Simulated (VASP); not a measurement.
# CoSi4Ru3 (P4/mmm) in VASP: single point with PBE

Aim: the single point of CoSi4Ru3 with PBE.

Everything below comes from runs of VASP 6.6.1. Logs are shortened: lines on timing, memory, paths and dates and some standing lists are left out, and cuts for length are marked.

## Step 1: The cell of the first run

Symmetry: P4/mmm, No. 123, tetragonal system. Conventional cell: a = 5.795 Å, b = 5.795 Å, c = 2.924 Å, α = 90.00°, β = 90.00°, γ = 90.00°. Within 3.3 Å of Si (site symmetry m2m) lie 2 Co at 2.48 Å and 6 Ru at 2.52 to 2.55 Å and 6 Si at 2.84 to 2.96 Å. Co (site symmetry 4/mmm) has 8 Si at 2.48 Å and 4 Ru at 2.90 Å and 2 Co at 2.92 Å within 3.3 Å. Ru (site symmetry 4/mmm) has 8 Si at 2.55 Å and 6 Ru at 2.90 to 2.92 Å within 3.4 Å. Within 3.3 Å of Ru (site symmetry mmm) lie 8 Si at 2.52 Å and 2 Co at 2.90 Å and 4 Ru at 2.90 to 2.92 Å.

## Step 2: Single point, PBE, collinear spin, ferromagnetic start

INCAR

```
  PREC = Accurate
  ENCUT = 520
  EDIFF = 1E-6
  ISMEAR = 0
  SIGMA = 0.2
  LREAL = False
  LASPH = True
  NELM = 150
  ALGO = Normal
  ISIF = 2
  LWAVE = False
  LCHARG = False
  ISPIN = 2
  MAGMOM = 0 0 0 0 0.68 0 0 0
  LORBIT = 11
  LMAXMIX = 4
  GGA = PE
  NBANDS = 48
```

KPOINTS

```
Automatic mesh
0
Gamma
  8 4 4
```

POSCAR

```
CoSi4Ru3
1.0
    0.0000000000      0.0000000000      2.9240510000
    5.7951859000      0.0000000000      0.0000000000
    0.0000000000      5.7951859000      0.0000000000
Si Co Ru
4 1 3
Direct
    0.5000000000      0.7446370000      0.7446370000
    0.5000000000      0.7446370000      0.2553630000
    0.5000000000      0.2553630000      0.7446370000
    0.5000000000      0.2553630000      0.2553630000
    0.0000000000      0.5000000000      0.5000000000
    0.0000000000      0.0000000000      0.0000000000
    0.0000000000      0.0000000000      0.5000000000
    0.0000000000      0.5000000000      0.0000000000
```

Potentials or basis: VASP PAW PBE potentials, release 64 (Si, Co, Ru_pv).

Run with:

```sh
$ cat potpaw_PBE.64/Si/POTCAR potpaw_PBE.64/Co/POTCAR potpaw_PBE.64/Ru_pv/POTCAR > POTCAR
$ mpirun -np 1 vasp_std > vasp.out
```

OUTCAR:

```text
PREC = Accurate
   ENCUT = 520
   EDIFF = 1E-6
   ISMEAR = 0
   LREAL = False
   LASPH = True
   NELM = 150
   ISIF = 2
   ISPIN = 2
   LORBIT = 11
   GGA = PE

 ion  position               nearest neighbor table
   1  0.500  0.745  0.745-   5 2.48   5 2.48   8 2.52   7 2.52   7 2.52   8 2.52   6 2.55   6 2.55
                             2 2.84   3 2.84   3 2.96   2 2.96
   2  0.500  0.745  0.255-   5 2.48   5 2.48   8 2.52   7 2.52   7 2.52   8 2.52   6 2.55   6 2.55
                             1 2.84   4 2.84   4 2.96   1 2.96
   3  0.500  0.255  0.745-   5 2.48   5 2.48   8 2.52   7 2.52   7 2.52   8 2.52   6 2.55   6 2.55
                             1 2.84   4 2.84   4 2.96   1 2.96
   4  0.500  0.255  0.255-   5 2.48   5 2.48   8 2.52   7 2.52   7 2.52   8 2.52   6 2.55   6 2.55
                             2 2.84   3 2.84   3 2.96   2 2.96
   5  0.000  0.500  0.500-   1 2.48   2 2.48   3 2.48   4 2.48   1 2.48   2 2.48   3 2.48   4 2.48
                             7 2.90   8 2.90   8 2.90   7 2.90
   6  0.000  0.000  0.000-   1 2.55   2 2.55   3 2.55   4 2.55   1 2.55   2 2.55   3 2.55   4 2.55
                             7 2.90   8 2.90   7 2.90   8 2.90
   7  0.000  0.000  0.500-   1 2.52   2 2.52   3 2.52   4 2.52   1 2.52   2 2.52   3 2.52   4 2.52
                             5 2.90   6 2.90   6 2.90   5 2.90
   8  0.000  0.500  0.000-   1 2.52   2 2.52   3 2.52   4 2.52   1 2.52   2 2.52   3 2.52   4 2.52
                             5 2.90   6 2.90   5 2.90   6 2.90

  LATTYP: Found a simple tetragonal cell.
 ALAT       =     5.7951859000
 C/A-ratio  =     0.5045655222

  Lattice vectors:

 A1 = (   5.7951859000,   0.0000000000,   0.0000000000)
 A2 = (   0.0000000000,   5.7951859000,   0.0000000000)
 A3 = (   0.0000000000,   0.0000000000,   2.9240510000)

Analysis of symmetry for initial positions (statically):
=====================================================================
 Subroutine PRICEL returns:
 Original cell was already a primitive cell.

 Routine SETGRP: Setting up the symmetry group for a
 simple tetragonal supercell.

 Subroutine GETGRP returns: Found 16 space group operations
 (whereof 16 operations were pure point group operations)
 out of a pool of 16 trial point group operations.

The static configuration has the point symmetry D_4h.

Analysis of symmetry for dynamics (positions and initial velocities):
=====================================================================
 Subroutine PRICEL returns:
 Original cell was already a primitive cell.

 Routine SETGRP: Setting up the symmetry group for a
 simple tetragonal supercell.

 Subroutine GETGRP returns: Found 16 space group operations
 (whereof 16 operations were pure point group operations)
 out of a pool of 16 trial point group operations.

The dynamic configuration has the point symmetry D_4h.

Analysis of structural, dynamic, and magnetic symmetry:
=====================================================================
 Subroutine PRICEL returns:
 Original cell was already a primitive cell.

 Routine SETGRP: Setting up the symmetry group for a
 simple tetragonal supercell.

 Subroutine GETGRP returns: Found 16 space group operations
 (whereof 16 operations were pure point group operations)
 out of a pool of 16 trial point group operations.

The overall configuration has the point symmetry D_4h.

 Subroutine INISYM returns: Found 16 space group operations
 (whereof 16 operations are pure point group operations),
 and found     1 'primitive' translations

----------------------------------------------------------------------------------------

                                     Primitive cell

  volume of cell :      98.2019

  direct lattice vectors                    reciprocal lattice vectors
     0.000000000  0.000000000  2.924051000     0.000000000  0.000000000  0.341991299
     5.795185900  0.000000000  0.000000000     0.172557018  0.000000000  0.000000000
     0.000000000  5.795185900  0.000000000     0.000000000  0.172557018  0.000000000

  length of vectors
     2.924051000  5.795185900  5.795185900     0.341991299  0.172557018  0.172557018

  position of ions in fractional coordinates (direct lattice)
     0.500000000  0.744637000  0.744637000
     0.500000000  0.744637000  0.255363000
     0.500000000  0.255363000  0.744637000
     0.500000000  0.255363000  0.255363000
     0.000000000  0.500000000  0.500000000
[... 77 lines left out ...]
   PREC   = accura    normal or accurate (medium, high low for compatibility)
   ISTART =      0    job   : 0-new  1-cont  2-samecut
   ICHARG =      2    charge: 1-file 2-atom 10-const
   ISPIN  =      2    spin polarized calculation?
   LNONCOLLINEAR =      F non collinear calculations
   LSORBIT =      F    spin-orbit coupling
   LASPH  =      T    aspherical Exc in radial PAW
   ENCUT  =  520.0 eV  38.22 Ry    6.18 a.u.   5.44 10.78 10.78*2*pi/ulx,y,z
   NELM   =    150;   NELMIN=  2; NELMDL= -5     # of ELM steps
   EDIFF  = 0.1E-05   stopping-criterion for ELM
   LREAL  =      F    real-space projection
   EDIFFG = 0.1E-04   stopping-criterion for IOM
   NSW    =      0    number of steps for IOM
   IBRION =     -1    ionic relax: 0-MD 1-quasi-New 2-CG
   NFREE  =      0    steps in history (QN), initial steepest desc. (CG)
   ISIF   =      2    stress and relaxation
   ISYM   =      2    0-nonsym 1-usesym 2-fastsym
   POTIM  = 0.5000    time-step for ionic-motion
   TEBEG  =    0.0;   TEEND  =   0.0 temperature during run
   PSTRESS=    0.0 pullay stress
   NELECT =      67.0000    total number of electrons
   NUPDOWN=      -1.0000    fix difference up-down
   EMIN   =  10.00;   EMAX   =-10.00  energy-range for DOS
   EFERMI =   0.00;   METHOD = LEGACY
   ISMEAR =     0;   SIGMA  =   0.20  broadening in eV -4-tet -1-fermi 0-gaus
   EFERMI_NEDOS =   21; number of points for ismear=-14 and -15
   IALGO  =     38    algorithm
   IMIX   =      4    mixing-type and parameters
     AMIX     =   0.40;   BMIX     =  1.00
     AMIX_MAG =   1.60;   BMIX_MAG =  1.00
  volume/ion in A,a.u.               =      12.28        82.84
  Fermi-wavevector in a.u.,A,eV,Ry     =   1.441208  2.723487 28.260379  2.077079
  Thomas-Fermi vector in A             =   2.559866
   LORBIT       =     11    0 simple, 1 ext, 2 COOP (PROOUT), +10 PAW based schemes
   GGA     = PE    functional components
   LHFCALC =     F    Hartree Fock is set to
   AEXX    =    0.0000 exact exchange contribution
   IVDW    =     0    specifies the selected vdW correction
   LEPSILON=     F    determine dielectric tensor
   LRPA    =     F    only Hartree local field effects (RPA)
 spin polarized calculation
 Gauss-broadening in eV      SIGMA  =   0.20
  energy-cutoff  :      520.00
  volume of cell :       98.20
 maximum number of plane-waves:      2666
 NGX is ok and might be reduce to    24
   NGX = 11   NGY = 21   NGZ = 21

 number of electron      67.0000013 magnetization       0.0042815

 number of electron      67.0000013 magnetization      -0.0006331

 Free energy of the ion-electron system (eV)
  ---------------------------------------------------
  ext. energy  EPLUGINS =         0.00000000
  ---------------------------------------------------
  free energy    TOTEN  =       -60.77008382 eV

  energy without entropy =      -60.70706986  energy(sigma->0) =      -60.73857684

 E-fermi :  12.9913     XC(G=0): -13.0531

 val. band max:       12.9276729849   @ k =   0.1250   0.2500   0.0000
 cond. band min:      13.0064665177   @ k =   0.3750   0.2500   0.2500
 fundamental gap:      0.0787935328
 Fermi energy:        12.9912823687

 spin component 1

 k-point     1 :       0.0000    0.0000    0.0000
  band No.  band energies     occupation
      1     -30.1927      1.00000
      2     -30.1927      1.00000
      3     -30.1378      1.00000
      4     -30.1378      1.00000
      5     -30.0036      1.00000
      6     -30.0016      1.00000
[... 1141 lines left out ...]
     44      18.0816      0.00000
     45      18.3932      0.00000

 [... further k-points ...]

 spin component 2

 k-point     1 :       0.0000    0.0000    0.0000
  band No.  band energies     occupation
      1     -30.1927      1.00000
      2     -30.1927      1.00000
      3     -30.1379      1.00000
      4     -30.1379      1.00000
      5     -30.0037      1.00000
      6     -30.0017      1.00000
[... 1141 lines left out ...]
     44      18.0815      0.00000
     45      18.3931      0.00000

 [... further k-points ...]

 [bands above 45 left out]

------------------------ aborting loop because EDIFF is reached ----------------------------------------

  FORCE on cell =-STRESS in cart. coord.  units (eV):
  Direction    XX          YY          ZZ          XY          YZ          ZX
  --------------------------------------------------------------------------------------
  -------------------------------------------------------------------------------------
  Total       -0.4277827     -0.4277827     -0.2867941      0.0000000      0.0000000      0.0000000
  in kB       -6.9793360     -6.9793360     -4.6790872      0.0000000      0.0000000      0.0000000
  external PRESSURE =      -6.2125864 kB  Pullay stress =       0.0000000 kB

 VOLUME and BASIS-vectors are now :
 -----------------------------------------------------------------------------
  energy-cutoff  :      520.00
  volume of cell :       98.20
      direct lattice vectors                 reciprocal lattice vectors
     0.000000000  0.000000000  2.924051000     0.000000000  0.000000000  0.341991299
     5.795185900  0.000000000  0.000000000     0.172557018  0.000000000  0.000000000
     0.000000000  5.795185900  0.000000000     0.000000000  0.172557018  0.000000000

 POSITION                                       TOTAL-FORCE (eV/Angst)
 -----------------------------------------------------------------------------------
      4.31531      4.31531      1.46203        -0.048870     -0.048870     -0.000000
      4.31531      1.47988      1.46203        -0.048870      0.048870      0.000000
      1.47988      4.31531      1.46203         0.048870     -0.048870      0.000000
      1.47988      1.47988      1.46203         0.048870      0.048870     -0.000000
      2.89759      2.89759      0.00000         0.000000      0.000000     -0.000000
      0.00000      0.00000      0.00000         0.000000      0.000000     -0.000000
      0.00000      2.89759      0.00000         0.000000      0.000000     -0.000000
      2.89759      0.00000      0.00000         0.000000      0.000000     -0.000000
 -----------------------------------------------------------------------------------
    total drift:                                0.000000      0.000000      0.000000

  FREE ENERGIE OF THE ION-ELECTRON SYSTEM (eV)
  ---------------------------------------------------
  free  energy   TOTEN  =       -60.7700838183 eV

  energy  without entropy=      -60.7070698597  energy(sigma->0) =      -60.73857684

 total charge

# of ion       s       p       d       tot
------------------------------------------
    1        0.725   0.831   0.000   1.556
    2        0.725   0.831   0.000   1.556
    3        0.725   0.831   0.000   1.556
    4        0.725   0.831   0.000   1.556
    5        0.398   0.517   7.519   8.435
    6        0.324   6.300   6.221  12.846
    7        0.339   6.310   6.247  12.895
    8        0.339   6.310   6.247  12.895
--------------------------------------------------
tot          4.300  22.762  26.234  53.296

 magnetization (x)

# of ion       s       p       d       tot
------------------------------------------
    1       -0.000  -0.000   0.000  -0.000
    2       -0.000  -0.000   0.000  -0.000
    3       -0.000  -0.000   0.000  -0.000
    4       -0.000  -0.000   0.000  -0.000
    5       -0.000  -0.000  -0.001  -0.001
    6        0.000  -0.000   0.000   0.000
    7       -0.000  -0.000  -0.000  -0.000
    8       -0.000  -0.000  -0.000  -0.000
--------------------------------------------------
tot         -0.000  -0.000  -0.001  -0.001
```

Run time: 7 min. Hardware: 1 thread of Intel Xeon Platinum 8375C at 2.90GHz (Ice Lake), shared host; peak memory 0.4 GiB.

What came out:

```yaml
Free_energy: -60.7701 eV
Pressure: -0.6 GPa
Largest_force: 0.069 eV/Å
Net_moment: 0.00 μB per cell
Valence_electrons_inside_the_program's_atomic_spheres: Si 1.56; Co 8.44; Ru 12.85, 12.89
```

Forces in eV/Å, atoms in the order of the input:
```
Si  -0.049 -0.049  0.000
Si  -0.049  0.049  0.000
Si   0.049 -0.049  0.000
Si   0.049  0.049  0.000
Co   0.000  0.000  0.000
Ru   0.000  0.000  0.000
Ru   0.000  0.000  0.000
Ru   0.000  0.000  0.000
```

Levels at points of the mesh, in eV from the Fermi level:
Spin up:
```csv
k point,band 31,band 32,band 33,band 34,band 35,band 36,band 37,band 38
"(0.00, 0.00, 0.00)",-1.04,-0.67,-0.67,-0.20,0.71,1.01,2.37,2.65
"(0.50, 0.00, 0.00)",-0.77,-0.55,-0.08,0.69,0.73,0.92,2.39,2.39
"(0.00, 0.50, 0.00)",-1.67,-1.14,-0.72,-0.19,0.33,0.79,1.02,3.45
"(0.50, 0.50, 0.00)",-0.35,-0.33,-0.32,-0.10,0.06,0.12,0.43,0.70
"(0.00, 0.50, 0.50)",-1.86,-1.66,-1.66,0.08,1.26,1.26,1.37,1.84
"(0.50, 0.50, 0.50)",-1.16,-1.16,-0.82,-0.32,1.16,1.16,1.17,1.80
```
Spin down:
| k point | band 31 | band 32 | band 33 | band 34 | band 35 | band 36 | band 37 | band 38 |
| --- | --- | --- | --- | --- | --- | --- | --- | --- |
| (0.00, 0.00, 0.00) | -1.04 | -0.67 | -0.67 | -0.20 | 0.70 | 1.01 | 2.37 | 2.65 |
| (0.50, 0.00, 0.00) | -0.77 | -0.55 | -0.08 | 0.69 | 0.73 | 0.92 | 2.39 | 2.39 |
| (0.00, 0.50, 0.00) | -1.67 | -1.14 | -0.72 | -0.20 | 0.33 | 0.79 | 1.02 | 3.45 |
| (0.50, 0.50, 0.00) | -0.35 | -0.33 | -0.32 | -0.10 | 0.06 | 0.12 | 0.43 | 0.70 |
| (0.00, 0.50, 0.50) | -1.86 | -1.66 | -1.66 | 0.08 | 1.26 | 1.26 | 1.37 | 1.84 |
| (0.50, 0.50, 0.50) | -1.16 | -1.16 | -0.82 | -0.33 | 1.16 | 1.16 | 1.17 | 1.80 |
